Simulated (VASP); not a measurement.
# C (Fd-3m) in VASP: further runs, part 2 of 2

VASP 6.6.1. The steps go on from the part before.

## (4) Single point, r2SCAN

This run uses another cell than the first one, of 5.58 Å³/atom, 1.032 times its volume.

POSCAR reads:

```
C
1.0
    0.0000000000      1.7740847571      1.7740847571
    1.7740847571      0.0000000000      1.7740847571
    1.7740847571      1.7740847571      0.0000000000
C
2
Direct
    0.0000000000      0.0000000000      0.0000000000
    0.2500000000      0.2500000000      0.2500000000
```

INCAR.step1 reads:

```
SYSTEM = C
  PREC = Accurate
  ENCUT = 520
  ISMEAR = -1
  SIGMA = 0.1
  LREAL = .False.
  LASPH = .True.
  NELM = 80
  NBANDS = 11
  GGA = PE
  ALGO = Normal
  EDIFF = 1E-4
  LWAVE = .True.
  LCHARG = .False.
```

INCAR.step2 reads:

```
SYSTEM = C
  PREC = Accurate
  ENCUT = 520
  EDIFF = 1E-7
  ISMEAR = -1
  SIGMA = 0.1
  LREAL = .False.
  LASPH = .True.
  NELM = 80
  ALGO = Normal
  ISIF = 2
  LWAVE = .False.
  LCHARG = .True.
  METAGGA = R2SCAN
  LMIXTAU = .True.
  LELF = .True.
  LVHAR = .True.
  NBANDS = 11
  ISTART = 1
```

KPOINTS reads:

```
Automatic mesh
0
Gamma
  16 16 16
  0 0 0
```

Potentials or basis: VASP PAW PBE potentials, release 64 (C).

On the command line:

```console
cat potpaw_PBE.64/C/POTCAR > POTCAR
cp INCAR.step1 INCAR
mpirun -np 1 vasp_std > vasp.out
cp INCAR.step2 INCAR
mpirun -np 1 vasp_std > vasp.out
```

OUTCAR:

```text
SYSTEM = C
   PREC = Accurate
   ENCUT = 520
   EDIFF = 1E-7
   ISMEAR = -1
   LREAL = .False.
   LASPH = .True.
   NELM = 80
   ISIF = 2
   METAGGA = R2SCAN
   ISTART = 1

 ion  position               nearest neighbor table
   1  0.000  0.000  0.000-   2 1.54   2 1.54   2 1.54   2 1.54
   2  0.250  0.250  0.250-   1 1.54   1 1.54   1 1.54   1 1.54

  LATTYP: Found a face centered cubic cell.
 ALAT       =     3.5481695142

  Lattice vectors:

 A1 = (   0.0000000000,   1.7740847571,   1.7740847571)
 A2 = (   1.7740847571,   0.0000000000,   1.7740847571)
 A3 = (   1.7740847571,   1.7740847571,   0.0000000000)

Analysis of symmetry for initial positions (statically):
=====================================================================
 Subroutine PRICEL returns:
 Original cell was already a primitive cell.

 Routine SETGRP: Setting up the symmetry group for a
 face centered cubic supercell.

 Subroutine GETGRP returns: Found 48 space group operations
 (whereof 24 operations were pure point group operations)
 out of a pool of 48 trial point group operations.

The static configuration has the point symmetry T_d .
 The point group associated with its full space group is O_h .

Analysis of symmetry for dynamics (positions and initial velocities):
=====================================================================
 Subroutine PRICEL returns:
 Original cell was already a primitive cell.

 Routine SETGRP: Setting up the symmetry group for a
 face centered cubic supercell.

 Subroutine GETGRP returns: Found 48 space group operations
 (whereof 24 operations were pure point group operations)
 out of a pool of 48 trial point group operations.

The dynamic configuration has the point symmetry T_d .
 The point group associated with its full space group is O_h .

 Subroutine INISYM returns: Found 48 space group operations
 (whereof 24 operations are pure point group operations),
 and found     1 'primitive' translations

----------------------------------------------------------------------------------------

                                     Primitive cell
[... 114 lines left out ...]
  Thomas-Fermi vector in A             =   2.580759
   LORBIT       =      0    0 simple, 1 ext, 2 COOP (PROOUT), +10 PAW based schemes
   METAGGA = R2SCAN    functional components
   LHFCALC =     F    Hartree Fock is set to
   AEXX    =    0.0000 exact exchange contribution
   IVDW    =     0    specifies the selected vdW correction
   LEPSILON=     F    determine dielectric tensor
   LRPA    =     F    only Hartree local field effects (RPA)
 non-spin polarized calculation
  energy-cutoff  :      520.00
  volume of cell :       11.17
 maximum number of plane-waves:       310
   NGX =  9   NGY =  9   NGZ =  9

 number of electron       7.9999999 magnetization

 Free energy of the ion-electron system (eV)
  ---------------------------------------------------
  ext. energy  EPLUGINS =         0.00000000
  ---------------------------------------------------
  free energy    TOTEN  =       -19.65449583 eV

  energy without entropy =      -19.65449583  energy(sigma->0) =      -19.65449583

 E-fermi :  11.8260     XC(G=0): -14.3441

 val. band max:        9.9417645848   @ k =   0.0000   0.0000   0.0000
 cond. band min:      14.3031501737   @ k =   0.3750   0.3750   0.0000
 fundamental gap:      4.3613855890
 Fermi energy:        11.8259987300

 k-point     1 :       0.0000    0.0000    0.0000
  band No.  band energies     occupation
      1     -12.9717      2.00000
      2       9.9418      2.00000
      3       9.9418      2.00000
      4       9.9418      2.00000
      5      15.8204      0.00000
      6      15.8204      0.00000
      7      15.8204      0.00000
      8      24.1374      0.00000
      9      30.5526      0.00000
     10      37.5044      0.00000
     11      37.5044      0.00000
[... 309 lines left out ...]
 k-point    24 :      -0.0625    0.0625    0.0000
  band No.  band energies     occupation
      1     -12.6671      2.00000
      2       8.3955      2.00000
      3       8.7782      2.00000
      4       9.7466      2.00000
      5      16.1349      0.00000
      6      16.7256      0.00000
      7      17.0283      0.00000
      8      24.3885      0.00000
      9      31.0628      0.00000
     10      34.1325      0.00000
     11      35.5532      0.00000

 [... further k-points ...]
[... 5 lines left out ...]
  --------------------------------------------------------------------------------------
  -------------------------------------------------------------------------------------
  Total        0.4082092      0.4082092      0.4082092      0.0000000      0.0000000     -0.0000000
  in kB       58.5652839     58.5652839     58.5652839      0.0000000      0.0000000     -0.0000000
  external PRESSURE =      58.5652839 kB  Pullay stress =       0.0000000 kB

 VOLUME and BASIS-vectors are now :
 -----------------------------------------------------------------------------
  energy-cutoff  :      520.00
  volume of cell :       11.17
      direct lattice vectors                 reciprocal lattice vectors
     0.000000000  1.774084757  1.774084757    -0.281835464  0.281835464  0.281835464
     1.774084757  0.000000000  1.774084757     0.281835464 -0.281835464  0.281835464
     1.774084757  1.774084757  0.000000000     0.281835464  0.281835464 -0.281835464

 POSITION                                       TOTAL-FORCE (eV/Angst)
 -----------------------------------------------------------------------------------
      0.00000      0.00000      0.00000        -0.000000      0.000000      0.000000
      0.88704      0.88704      0.88704         0.000000     -0.000000     -0.000000
 -----------------------------------------------------------------------------------
    total drift:                                0.000000      0.000000      0.000000

  FREE ENERGIE OF THE ION-ELECTRON SYSTEM (eV)
  ---------------------------------------------------
  free  energy   TOTEN  =       -19.6544958349 eV

  energy  without entropy=      -19.6544958348  energy(sigma->0) =      -19.65449583
```

OUTCAR.step1:

```text
SYSTEM = C
   PREC = Accurate
   ENCUT = 520
   ISMEAR = -1
   LREAL = .False.
[... 559 lines left out ...]
      0.00000      0.00000      0.00000        -0.000000      0.000000     -0.000000
      0.88704      0.88704      0.88704         0.000000     -0.000000      0.000000
 -----------------------------------------------------------------------------------
    total drift:                                0.000000      0.000000      0.000000

  FREE ENERGIE OF THE ION-ELECTRON SYSTEM (eV)
  ---------------------------------------------------
  free  energy   TOTEN  =       -18.1783903739 eV

  energy  without entropy=      -18.1783903738  energy(sigma->0) =      -18.17839037
```

OSZICAR.step1:

```text
N       E                     dE             d eps       ncg     rms          rms(c)
DAV:   1     0.639630359710E+00    0.63963E+00   -0.48288E+03  3281   0.721E+02
DAV:   2    -0.184622225201E+02   -0.19102E+02   -0.18540E+02  4175   0.124E+02
DAV:   3    -0.188474289607E+02   -0.38521E+00   -0.38425E+00  3751   0.135E+01
DAV:   4    -0.188480756698E+02   -0.64671E-03   -0.64670E-03  3451   0.683E-01
DAV:   5    -0.188480763926E+02   -0.72272E-06   -0.72263E-06  3628   0.216E-02    0.567E+00
DAV:   6    -0.183455596605E+02    0.50252E+00   -0.26228E-01  3286   0.362E+00    0.339E+00
DAV:   7    -0.181764922843E+02    0.16907E+00   -0.31973E-01  3415   0.404E+00    0.783E-01
DAV:   8    -0.181783508103E+02   -0.18585E-02   -0.88921E-03  3328   0.708E-01    0.441E-02
DAV:   9    -0.181783903739E+02   -0.39564E-04   -0.61444E-05  3556   0.634E-02
   1 F= -.18178390E+02 E0= -.18178390E+02  d E =-.120994E-09
```

Run time: 44 s. Hardware: 1 thread of Intel Xeon Platinum 8488C (Sapphire Rapids), shared host; peak memory 0.12 GiB.

Results:

```yaml
Free_energy: -19.6545 eV
Pressure: 5.9 GPa
Band_gap_on_the_k_mesh: 4.36 eV, indirect (least direct gap 5.88 eV)
```

Levels at points of the mesh, in eV from the valence-band top:
```
           k point  band 2  band 3  band 4  band 5  band 6  band 7
(0.00, 0.00, 0.00)    0.00    0.00    0.00    5.88    5.88    5.88
(0.50, 0.00, 0.00)  -14.22   -3.02   -3.02    8.94    8.94    9.35
(0.50, 0.50, 0.00)  -13.70   -6.76   -6.76    5.03    5.03   18.12
```

Caveat: the PAW data sets were made with another functional, which shifts forces and pressure a little. r2SCAN opens gaps a little over a GGA but as a rule still falls short of measured ones.

## (5) Single point, r2SCAN

This run uses another cell than the first one, of 5.75 Å³/atom, 1.063 times its volume.

POSCAR reads:

```
C
1.0
    0.0000000000      1.7920060181      1.7920060181
    1.7920060181      0.0000000000      1.7920060181
    1.7920060181      1.7920060181      0.0000000000
C
2
Direct
    0.0000000000      0.0000000000      0.0000000000
    0.2500000000      0.2500000000      0.2500000000
```

INCAR.step1 reads:

```
PREC = Accurate ; ENCUT = 520
ISMEAR = -1 ; SIGMA = 0.1
LREAL = False ; LASPH = True
NELM = 60 ; NBANDS = 11
GGA = PE ; ALGO = Normal
EDIFF = 1E-4 ; LWAVE = True
LCHARG = False
```

INCAR.step2 reads:

```
PREC = Accurate ; ENCUT = 520
EDIFF = 1E-7 ; ISMEAR = -1
SIGMA = 0.1 ; LREAL = False
LASPH = True ; NELM = 60
ALGO = Normal ; ISIF = 2
LWAVE = False ; LCHARG = True
METAGGA = R2SCAN ; LMIXTAU = True
LELF = True ; LVHAR = True
NBANDS = 11 ; ISTART = 1
```

KPOINTS reads:

```
Automatic mesh
0
Gamma
  16 16 16
```

On the command line:

```console
cat potpaw_PBE.64/C/POTCAR > POTCAR
cp INCAR.step1 INCAR
mpirun -np 1 vasp_std > vasp.out
cp INCAR.step2 INCAR
mpirun -np 1 vasp_std > vasp.out
```

Wall time 44 s (1 thread of Intel Xeon Platinum 8488C (Sapphire Rapids), shared host); peak memory 0.13 GiB.

The run converged. Its results:

| Quantity | Value |
| --- | --- |
| Free energy | -19.6530 eV |
| Pressure | -7.6 GPa |
| Band gap on the k mesh | 4.29 eV, indirect (least direct gap 5.80 eV) |

Levels at points of the mesh, in eV from the valence-band top:
```
           k point  band 1  band 2  band 3  band 4  band 5  band 6  band 7  band 8
(0.00, 0.00, 0.00)  -22.50    0.00    0.00    0.00    5.80    5.80    5.80   13.47
(0.50, 0.00, 0.00)  -16.63  -13.88   -2.94   -2.94    8.81    8.81    8.92   16.56
(0.50, 0.50, 0.00)  -13.48  -13.48   -6.57   -6.57    4.97    4.97   17.65   17.65
```

Caveat: the PAW data sets were made with another functional, which shifts forces and pressure a little.

## (6) Single point, r2SCAN

This run uses another cell than the first one, of 5.75 Å³/atom, 1.063 times its volume.

POSCAR is that of step 5.

INCAR.step1 reads:

```
SYSTEM = C
PREC = Accurate ; ENCUT = 520
ISMEAR = -1 ; SIGMA = 0.1
LREAL = .False. ; LASPH = .True.
NELM = 60 ; NBANDS = 11
GGA = PE ; ALGO = Normal
EDIFF = 1E-4 ; LWAVE = .True.
LCHARG = .False.
```

INCAR.step2 reads:

```
SYSTEM = C
PREC = Accurate ; ENCUT = 520
EDIFF = 1E-6 ; ISMEAR = -1
SIGMA = 0.1 ; LREAL = .False.
LASPH = .True. ; NELM = 60
ALGO = Normal ; ISIF = 2
LWAVE = .False. ; LCHARG = .False.
METAGGA = R2SCAN ; LMIXTAU = .True.
NBANDS = 11 ; ISTART = 1
```

KPOINTS reads:

```
regular mesh
0
Gamma
  16 16 16
  0 0 0
```

Potentials or basis: VASP PAW PBE potentials, release 64 (C).

On the command line:

```console
cat potpaw_PBE.64/C/POTCAR > POTCAR
cp INCAR.step1 INCAR
mpirun -np 1 vasp_std > vasp.out
cp INCAR.step2 INCAR
mpirun -np 1 vasp_std > vasp.out
```

It took 53 s on 1 thread of Intel Xeon Platinum 8488C (Sapphire Rapids), shared host; peak memory 0.13 GiB.

The run converged. Its results:

| Property | Result |
| --- | --- |
| Free energy | -19.6530 eV |
| Pressure | -7.6 GPa |
| Band gap on the k mesh | 4.29 eV, indirect (least direct gap 5.80 eV) |

Levels at points of the mesh, in eV from the valence-band top:
| k point | band 2 | band 3 | band 4 | band 5 | band 6 | band 7 |
| --- | --- | --- | --- | --- | --- | --- |
| (0.00, 0.00, 0.00) | 0.00 | 0.00 | 0.00 | 5.80 | 5.80 | 5.80 |
| (0.50, 0.00, 0.00) | -13.88 | -2.94 | -2.94 | 8.81 | 8.81 | 8.92 |
| (0.50, 0.50, 0.00) | -13.48 | -6.57 | -6.57 | 4.97 | 4.97 | 17.65 |

Caveat: the PAW data sets were made with another functional, which shifts forces and pressure a little.

## (7) Overview

```tsv
cell	gap on the mesh (eV)	pressure (GPa)
a = 2.483 Å, angles 60.0°, 2 atoms	4.43	21.4
a = 2.509 Å, angles 60.0°, 2 atoms	4.36	5.9
a = 2.534 Å, angles 60.0°, 2 atoms	4.29	-7.6
```

Alike in all rows: task single point; level r2SCAN; potentials or basis VASP PAW PBE potentials, release 64 (C); no spin polarisation; k mesh 16 × 16 × 16; cutoff (eV) 520; smearing fermi-dirac 0.1 eV.

Caveats: the PAW data sets were made with another functional, which shifts forces and pressure a little.

Absolute energies hang on the potentials; compare differences alone.
